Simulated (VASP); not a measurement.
# TePb (Fm-3m) in VASP: further runs

The runs below take TePb through vibrations by perturbation theory, elastic constants, with PBEsol, LDA.

All numbers are computed with VASP 6.6.1; they aren't measurements. Logs are shortened: lines on timing, memory, paths and dates and some standing lists are left out, and cuts for length are marked.

**1. The cell of the first run**

It takes space group Fm-3m (No. 225, cubic). The conventional cell has a = 6.462 Å, b = 6.462 Å, c = 6.462 Å, α = 90.00°, β = 90.00°, γ = 90.00°. Pb (site symmetry m-3m) has 6 Te at 3.23 Å within 4.3 Å. Within 4.3 Å of Te (site symmetry m-3m) lie 6 Pb at 3.23 Å.

**2. Vibrations by perturbation theory, PBEsol**

Input file INCAR:

```
PREC     = Accurate       # precision mode
ENCUT    = 520            # plane-wave cutoff, eV
EDIFF    = 1E-8           # SCF threshold, eV
ISMEAR   = 0              # smearing method
SIGMA    = 0.01           # smearing width, eV
LREAL    = F              # projectors in reciprocal space
LASPH    = T              # aspherical terms in the spheres
NELM     = 100            # most SCF steps
ALGO     = Normal         # electronic algorithm
ISIF     = 2              # what is computed and relaxed
LWAVE    = F              # write WAVECAR
LCHARG   = T              # write CHGCAR
GGA      = PS             # functional
NBANDS   = 17             # bands
IBRION   = 8              # ionic algorithm
NSW      = 1              # ionic steps
LEPSILON = T              # dielectric tensor by DFPT
```

Input file KPOINTS:

```
Automatic mesh
0
Gamma
  6 6 6
```

Input file POSCAR:

```
TePb
1.0
    0.0000000000      3.2310000000      3.2310000000
    3.2310000000      0.0000000000      3.2310000000
    3.2310000000      3.2310000000      0.0000000000
Pb Te
1 1
Direct
    0.0000000000      0.0000000000      0.0000000000
    0.5000000000      0.5000000000      0.5000000000
```

Potentials or basis: VASP PAW PBE potentials, release 64 (Pb_d, Te).

Command:

```sh
$ cat potpaw_PBE.64/Pb_d/POTCAR potpaw_PBE.64/Te/POTCAR > POTCAR
$ mpirun -np 1 vasp_std > vasp.out
```

OUTCAR:

```text
PREC = Accurate
   ENCUT = 520
   EDIFF = 1E-8
   ISMEAR = 0
   LREAL = F
   LASPH = T
   NELM = 100
   ISIF = 2
   GGA = PS
   IBRION = 8
   NSW = 1
   LEPSILON = T

 ion  position               nearest neighbor table
   1  0.000  0.000  0.000-   2 3.23   2 3.23   2 3.23   2 3.23   2 3.23   2 3.23
   2  0.500  0.500  0.500-   1 3.23   1 3.23   1 3.23   1 3.23   1 3.23   1 3.23

  LATTYP: Found a face centered cubic cell.
 ALAT       =     6.4620000000

  Lattice vectors:

 A1 = (   0.0000000000,   3.2310000000,   3.2310000000)
 A2 = (   3.2310000000,   0.0000000000,   3.2310000000)
 A3 = (   3.2310000000,   3.2310000000,   0.0000000000)

Analysis of symmetry for initial positions (statically):
=====================================================================
 Subroutine PRICEL returns:
 Original cell was already a primitive cell.

 Routine SETGRP: Setting up the symmetry group for a
 face centered cubic supercell.

 Subroutine GETGRP returns: Found 48 space group operations
[... 9 lines left out ...]

 Routine SETGRP: Setting up the symmetry group for a
 face centered cubic supercell.

 Subroutine GETGRP returns: Found 48 space group operations
[... 11 lines left out ...]
                                     Primitive cell

  volume of cell :      67.4592

  direct lattice vectors                    reciprocal lattice vectors
     0.000000000  3.231000000  3.231000000    -0.154750851  0.154750851  0.154750851
     3.231000000  0.000000000  3.231000000     0.154750851 -0.154750851  0.154750851
     3.231000000  3.231000000  0.000000000     0.154750851  0.154750851 -0.154750851

  length of vectors
     4.569324020  4.569324020  4.569324020     0.268036337  0.268036337  0.268036337

  position of ions in fractional coordinates (direct lattice)
     0.000000000  0.000000000  0.000000000
     0.500000000  0.500000000  0.500000000

[... 521 lines left out ...]
 -----------------------------------------------------------------------------
     0.00078  0.00000 -0.00000
     0.00000  0.00802 -0.00000
     0.00000 -0.00000  0.00802

 MACROSCOPIC STATIC DIELECTRIC TENSOR (including local field effects in DFT)
 ------------------------------------------------------
          31.753403     0.000000     0.000000
           0.000000    31.753403    -0.000000
           0.000000     0.000000    31.753403
 ------------------------------------------------------

 PIEZOELECTRIC TENSOR (including local field effects)  for field in x, y, z        (e  Angst)
          XX          YY          ZZ          XY          YZ          ZX
  --------------------------------------------------------------------------------
  x     0.00000     0.00000     0.00000     0.00000     0.00000     0.00000
  y     0.00000     0.00000     0.00000     0.00000     0.00000     0.00000
  z     0.00000     0.00000     0.00000     0.00000     0.00000     0.00000

 PIEZOELECTRIC TENSOR (including local field effects)  for field in x, y, z        (C/m^2)
          XX          YY          ZZ          XY          YZ          ZX
  --------------------------------------------------------------------------------
  x     0.00000     0.00000     0.00000     0.00000     0.00000     0.00000
  y     0.00000     0.00000     0.00000     0.00000     0.00000     0.00000
  z     0.00000     0.00000     0.00000     0.00000     0.00000     0.00000

 BORN EFFECTIVE CHARGES (including local field effects) (in |e|, cummulative output)
 ---------------------------------------------------------------------------------
 ion    1
    1     5.59260     0.00000     0.00000
    2     0.00000     5.59260     0.00000
    3     0.00000     0.00000     5.59260
 ion    2
    1    -5.59260     0.00000     0.00000
    2     0.00000    -5.59260     0.00000
    3     0.00000     0.00000    -5.59260

 INTERNAL STRAIN TENSOR FOR ION    2 for displacements in x,y,z  (eV/Angst):
          X           Y           Z          XY          YZ          ZX
  --------------------------------------------------------------------------------
  x     0.00000     0.00000     0.00000     0.00000     0.00000     0.00000
  y     0.00000     0.00000     0.00000     0.00000     0.00000     0.00000
  z     0.00000     0.00000     0.00000     0.00000     0.00000     0.00000

 SECOND DERIVATIVES (NOT SYMMETRIZED)
 ------------------------------------
               1X          1Y          1Z          2X          2Y          2Z
  1X    -0.267988    0.000000    0.000000    0.267988    0.000000    0.000000
  1Y     0.000000   -0.267988    0.000000    0.000000    0.267988    0.000000
  1Z     0.000000    0.000000   -0.267988    0.000000    0.000000    0.267988
  2X     0.255171    0.000000    0.000000   -0.255171    0.000000    0.000000
  2Y     0.000000    0.255171    0.000000    0.000000   -0.255171    0.000000
  2Z     0.000000    0.000000    0.255171    0.000000    0.000000   -0.255171

 Eigenvectors and eigenvalues of the dynamical matrix
 ----------------------------------------------------

   1 f  =    0.897197 THz     5.637254 2PiTHz   29.927264 cm-1     3.710506 meV
             X         Y         Z           dx          dy          dz
      0.000000  0.000000  0.000000     0.000000    0.626721   -0.000000
      3.231000  3.231000  3.231000     0.000000   -0.779244    0.000000
[... 21 lines left out ...]
   6 f/i=    0.010737 THz     0.067460 2PiTHz    0.358136 cm-1     0.044403 meV
             X         Y         Z           dx          dy          dz
      0.000000  0.000000  0.000000    -0.239099    0.365476   -0.645352
      3.231000  3.231000  3.231000    -0.192300    0.293941   -0.519036

--------------------------------------------------------------------------------------------------------

 MACROSCOPIC STATIC DIELECTRIC TENSOR IONIC CONTRIBUTION
 ------------------------------------------------------
         320.640746     0.000000     0.000000
           0.000000   320.640746     0.000000
           0.000000     0.000000   320.640746
 ------------------------------------------------------

 ELASTIC MODULI CONTR FROM IONIC RELAXATION (kBar)
 Direction    XX          YY          ZZ          XY          YZ          ZX
 --------------------------------------------------------------------------------
 XX           0.0000      0.0000      0.0000      0.0000      0.0000      0.0000
 YY           0.0000      0.0000      0.0000      0.0000      0.0000      0.0000
 ZZ           0.0000      0.0000      0.0000      0.0000      0.0000      0.0000
 XY           0.0000      0.0000      0.0000      0.0000      0.0000      0.0000
 YZ           0.0000      0.0000      0.0000      0.0000      0.0000      0.0000
 ZX           0.0000      0.0000      0.0000      0.0000      0.0000      0.0000
 --------------------------------------------------------------------------------

 PIEZOELECTRIC TENSOR IONIC CONTR  for field in x, y, z        (C/m^2)
          XX          YY          ZZ          XY          YZ          ZX
  --------------------------------------------------------------------------------
  x     0.00000     0.00000     0.00000     0.00000     0.00000     0.00000
  y     0.00000     0.00000     0.00000     0.00000     0.00000     0.00000
  z     0.00000     0.00000     0.00000     0.00000     0.00000     0.00000
```

stdout:

```text
POSCAR found type information on POSCAR PbTe
 POSCAR found :  2 types and       2 ions
 scaLAPACK will be used
 -----------------------------------------------------------------------------
|                                                                             |
|                                                                             |
|     You enforced a specific xc type in the INCAR file but a different       |
[... 39 lines left out ...]
 force on displaced ion       1 direction 1 :  -0.268   0.000   0.000
 Born effective charge ion    1 direction 1 :   5.584   0.000   0.000
 Linear response progress:
 first order change of Fermi-energy  -0.25444E+00
 force on displaced ion       2 direction 1 :  -0.255   0.000   0.000
 Born effective charge ion    2 direction 1 :  -5.601   0.000   0.000
 Born effective charges drift removed
 Linear response finished
```

Wall time 7.1 min (1 thread of Intel Xeon 6975P-C, shared host); peak memory 0.3 GiB.

Results:

| Quantity | Value |
| --- | --- |
| Electronic dielectric tensor (diagonal) | 31.75 |
| Born charges (mean of the diagonal) | Pb +5.59; Te -5.59 e |
| Highest phonon frequency at Γ, LO-TO splitting left out | 30 cm⁻¹ |

Phonon frequencies in cm⁻¹ (negative: imaginary):
| q point | frequencies |
| --- | --- |
| (0.000, 0.000, 0.000) | 0 0 0 30 30 30 |

Electronic dielectric tensor:
```
31.75  0.00  0.00
 0.00 31.75  0.00
 0.00  0.00 31.75
```

Born effective charge tensors (e):
atom 1, Pb
```
5.59 0.00 0.00
0.00 5.59 0.00
0.00 0.00 5.59
```
atom 2, Te
```
-5.59  0.00  0.00
 0.00 -5.59  0.00
 0.00  0.00 -5.59
```

Caveat: the PAW data sets were made with another functional, which shifts forces and pressure a little; spin-orbit coupling is left out, which moves the levels of the heavy elements.

**3. Vibrations by perturbation theory, LDA**

Input file INCAR:

```
ALGO = Normal
EDIFF = 1E-8
ENCUT = 520
GGA = CA
IBRION = 8
ISIF = 2
ISMEAR = -1
LASPH = T
LCHARG = F
LREAL = F
LWAVE = F
NELM = 80
NSW = 1
PREC = Accurate
SIGMA = 0.05
```

Input file KPOINTS:

```
k-points
0
Gamma
  5 5 5
```

POSCAR is that of step 2.

Potentials or basis: VASP PAW LDA potentials, release 64 (Pb_d, Te).

Command:

```sh
$ cat potpaw_LDA.64/Pb_d/POTCAR potpaw_LDA.64/Te/POTCAR > POTCAR
$ mpirun -np 1 vasp_std > vasp.out
```

OUTCAR:

```text
EDIFF = 1E-8
   ENCUT = 520
   GGA = CA
   IBRION = 8
   ISIF = 2
   ISMEAR = -1
   LASPH = T
   LREAL = F
   NELM = 80
   NSW = 1
   PREC = Accurate

 ion  position               nearest neighbor table
   1  0.000  0.000  0.000-   2 3.23   2 3.23   2 3.23   2 3.23   2 3.23   2 3.23
   2  0.500  0.500  0.500-   1 3.23   1 3.23   1 3.23   1 3.23   1 3.23   1 3.23

  LATTYP: Found a face centered cubic cell.
 ALAT       =     6.4620000000

  Lattice vectors:

 A1 = (   0.0000000000,   3.2310000000,   3.2310000000)
[... 407 lines left out ...]
               1X          1Y          1Z          2X          2Y          2Z
  1X     0.063581    0.000000    0.000000   -0.063581    0.000000    0.000000
  1Y     0.000000    0.063581    0.000000    0.000000   -0.063581    0.000000
  1Z     0.000000    0.000000    0.063581    0.000000    0.000000   -0.063581
  2X    -0.075461    0.000000    0.000000    0.075461    0.000000    0.000000
  2Y     0.000000   -0.075461    0.000000    0.000000    0.075461    0.000000
  2Z     0.000000    0.000000   -0.075461    0.000000    0.000000    0.075461

 Eigenvectors and eigenvalues of the dynamical matrix
 ----------------------------------------------------

   1 f  =    0.019040 THz     0.119631 2PiTHz    0.635103 cm-1     0.078743 meV
             X         Y         Z           dx          dy          dz
      0.000000  0.000000  0.000000     0.000000   -0.811085    0.000000
      3.231000  3.231000  3.231000     0.000000   -0.584928    0.000000
[... 21 lines left out ...]
   6 f/i=    0.468927 THz     2.946355 2PiTHz   15.641722 cm-1     1.939326 meV
             X         Y         Z           dx          dy          dz
      0.000000  0.000000  0.000000    -0.584928    0.000000    0.000000
      3.231000  3.231000  3.231000     0.811085    0.000000    0.000000

--------------------------------------------------------------------------------------------------------

 ELASTIC MODULI CONTR FROM IONIC RELAXATION (kBar)
 Direction    XX          YY          ZZ          XY          YZ          ZX
 --------------------------------------------------------------------------------
 XX           0.0000      0.0000      0.0000      0.0000      0.0000      0.0000
 YY           0.0000      0.0000      0.0000      0.0000      0.0000      0.0000
 ZZ           0.0000      0.0000      0.0000      0.0000      0.0000      0.0000
 XY           0.0000      0.0000      0.0000      0.0000      0.0000      0.0000
 YZ           0.0000      0.0000      0.0000      0.0000      0.0000      0.0000
 ZX           0.0000      0.0000      0.0000      0.0000      0.0000      0.0000
 --------------------------------------------------------------------------------
```

OSZICAR:

```text
N       E                     dE             d eps       ncg     rms          rms(c)
DAV:   1     0.154531835305E+03    0.15453E+03   -0.93090E+03   280   0.136E+03
DAV:   2     0.236049463092E+01   -0.15217E+03   -0.14943E+03   292   0.339E+02
DAV:   3    -0.860246944828E+01   -0.10963E+02   -0.10924E+02   376   0.985E+01
[... 39 lines left out ...]
RMM:   7    -0.501987872123E-01    0.36562E-05   -0.12310E-07   845   0.298E-03    0.294E-04
RMM:   8    -0.501993264431E-01   -0.53923E-06   -0.26863E-08   862   0.103E-03    0.348E-04
RMM:   9    -0.501994863342E-01   -0.15989E-06   -0.13631E-08   908   0.429E-04    0.304E-04
RMM:  10    -0.501991453625E-01    0.34097E-06    0.11657E-09   880   0.155E-04    0.681E-05
RMM:  11    -0.501992831343E-01   -0.13777E-06   -0.97609E-09   749   0.912E-05    0.331E-05
RMM:  12    -0.501992739219E-01    0.92124E-08   -0.35019E-09   860   0.273E-05    0.123E-05
 Linear response finished
```

stdout:

```text
POSCAR found type information on POSCAR PbTe
 POSCAR found :  2 types and       2 ions
 scaLAPACK will be used
 LDA part: xc-table for (Slater(with rela. corr.)+CA(PZ))
 , standard interpolation
 POSCAR, INCAR and KPOINTS ok, starting setup
 FFT: planning ... GRIDC
 FFT: planning ... GRID_SOFT
 FFT: planning ... GRID
 WAVECAR not read
 entering main loop
 Linear response reoptimize wavefunctions to high precision
 Linear response DOF=           2
 Linear response progress:
 first order change of Fermi-energy   0.13142E-03
 force on displaced ion       1 direction 1 :   0.064   0.000   0.000
 Linear response progress:
 first order change of Fermi-energy   0.33199E-03
 force on displaced ion       2 direction 1 :   0.075   0.000   0.000
 Linear response finished
```

It took 66 s on 1 thread of Intel Xeon Platinum 8259CL at 2.50GHz (Skylake/Cascade Lake), shared host; peak memory 0.23 GiB.

Results:

- Highest phonon frequency at Γ, LO-TO splitting left out: 1 cm⁻¹

Phonon frequencies in cm⁻¹ (negative: imaginary):
| q point | frequencies |
| --- | --- |
| (0.000, 0.000, 0.000) | -16 -16 -16 1 1 1 |

Caveat: the cell wasn't relaxed at this level first, which shifts response properties; some modes are imaginary; this odd mesh misses L, where the gap lies, so gap, dielectric constants and Born charges aren't listed; spin-orbit coupling is left out, which moves the levels of the heavy elements.

**4. Elastic constants, PBEsol**

Input file INCAR:

```
SYSTEM = TePb
PREC = Accurate ; ENCUT = 600
EDIFF = 1E-8 ; ISMEAR = -1
SIGMA = 0.05 ; LREAL = .False.
LASPH = .True. ; NELM = 80
ALGO = Normal ; ISIF = 3
LWAVE = .False. ; LCHARG = .True.
GGA = PS ; IBRION = 6
NFREE = 2 ; POTIM = 0.015
NSW = 1
```

Input file KPOINTS:

```
Automatic mesh
0
Gamma
  5 5 5
  0 0 0
```

POSCAR is that of step 3.

Potentials or basis: VASP PAW PBE potentials, release 64 (Pb_d, Te).

Command:

```sh
$ cat potpaw_PBE.64/Pb_d/POTCAR potpaw_PBE.64/Te/POTCAR > POTCAR
$ mpirun -np 1 vasp_std > vasp.out
```

Wall time 13 min (1 thread of AMD EPYC 7R13, shared host); peak memory 0.25 GiB.

Results (log left out):

- Elastic constants C11, C12, C44: 122, 5, 15 GPa
- Voigt bulk modulus: 44 GPa
- Highest phonon frequency at Γ, LO-TO splitting left out: 21 cm⁻¹

Phonon frequencies in cm⁻¹ (negative: imaginary):
```
              q point     frequencies
(0.000, 0.000, 0.000)  0 0 0 21 21 21
```

Elastic tensor in Voigt notation (GPa, in the Cartesian axes of the cell as first typed):
```
122   5   5   0   0   0
  5 122   5   0   0   0
  5   5 122   0   0   0
  0   0   0  15   0   0
  0   0   0   0  15   0
  0   0   0   0   0  15
```

Clamped-ion elastic tensor (GPa):
```
122   5   5   0   0   0
  5 122   5   0   0   0
  5   5 122   0   0   0
  0   0   0  15   0   0
  0   0   0   0  15   0
  0   0   0   0   0  15
```

Caveat: this odd mesh misses L, where the gap lies, so gap, dielectric constants and Born charges aren't listed; the PAW data sets were made with another functional, which shifts forces and pressure a little; spin-orbit coupling is left out, which moves the levels of the heavy elements.
